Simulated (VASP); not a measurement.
The system is ZnSe (Stilleite).

```
Se Zn
1.0
     0.00000    2.79550    2.79550
     2.79550    0.00000    2.79550
     2.79550    2.79550    0.00000
Se Zn
1 1
Direct
  0.75000 0.75000 0.75000
  0.00000 0.00000 0.00000
```

This cell differs from its parent crystal: volume scaled by 0.96.

Base run:

```yaml
Program: VASP 6.6.1
Functional: PBEsol
Potentials_or_basis: VASP PAW PBE potentials, release 64 (Se, Zn)
Cutoff: 520 eV
k_mesh: 8 × 8 × 8
Occupations: fermi-dirac, width 0.05 eV
Spin: no spin polarisation
```

Its results: band gap on the k mesh 1.33 eV, direct; pressure 1.9 GPa.

Q: After a change of settings the same cell gave: band gap on the k mesh 1.46 eV, direct; pressure 5.3 GPa. Which change was it?
A. functional from PBEsol to PBE; dispersion from none to D4
B. functional from PBEsol to PBE
C. functional from PBEsol to revPBE; further incar settings from ALGO = Normal; EDIFF = 1e-07; NBANDS = 16 to ALGO = Normal; EDIFF = 1e-06; NBANDS = 16
D. further incar settings from ALGO = Normal; EDIFF = 1e-07; NBANDS = 16 to ALGO = Normal; EDIFF = 1e-06; NBANDS = 16; dispersion from none to D3(BJ)

A: B.

PBE binds less tightly than PBEsol, so the same cell stands under more pressure.

Caveats: the PAW data sets were made with another functional, which shifts forces and pressure a little (some runs).
